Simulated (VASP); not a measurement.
A run of VASP 6.6.1 is set up as follows.

The input INCAR:

```
ALGO = Normal
EDIFF = 1E-7
EDIFFG = -0.04
ENCUT = 600
GGA = PE
IBRION = 2
ISIF = 3
ISMEAR = 0
LASPH = True
LCHARG = False
LREAL = False
LWAVE = False
NELM = 60
NSW = 90
PREC = Accurate
SIGMA = 0.1
```

The input KPOINTS:

```
k-points
0
Gamma
  3 3 6
```

Contents of POSCAR:

```
PtSeS4
1.0
    6.5223898322      0.0000000000      0.0000000000
   -3.2611949161      5.6485552881      0.0000000000
    0.0000000000      0.0000000000      3.1838498802
Pt Se S
1 1 4
Direct
    0.3333333333      0.6666666667      0.0000000000
    0.0000000000      0.0000000000      0.0000000000
    0.6666666667      0.3333333333      0.0000000000
    0.4944508644      0.9889017287      0.5000000000
    0.0110982713      0.5055491356      0.5000000000
    0.4944508644      0.5055491356      0.5000000000
```

Potentials or basis: VASP PAW PBE potentials, release 64 (Pt, Se, S).

Command:

```console
$ cat potpaw_PBE.64/Pt/POTCAR potpaw_PBE.64/Se/POTCAR potpaw_PBE.64/S/POTCAR > POTCAR
$ mpirun -np 1 vasp_std > vasp.out
```

(1) Predict the band gap on the k mesh.

(2) Predict the relaxed volume.

(3) What does it give for the space group after relaxing (to 0.1 Å)?

Answers

(1) zero (bands 20 and 21 overlap by 1.70 eV).

(2) 19.59 Å³/atom.

(3) P-6m2 (No. 187).

Caveat: the k points lie up to 0.37 Å⁻¹ apart in the final cell, too coarse for converged energies and pressures of a metal; spin-orbit coupling is left out, which moves the levels of the heavy elements.
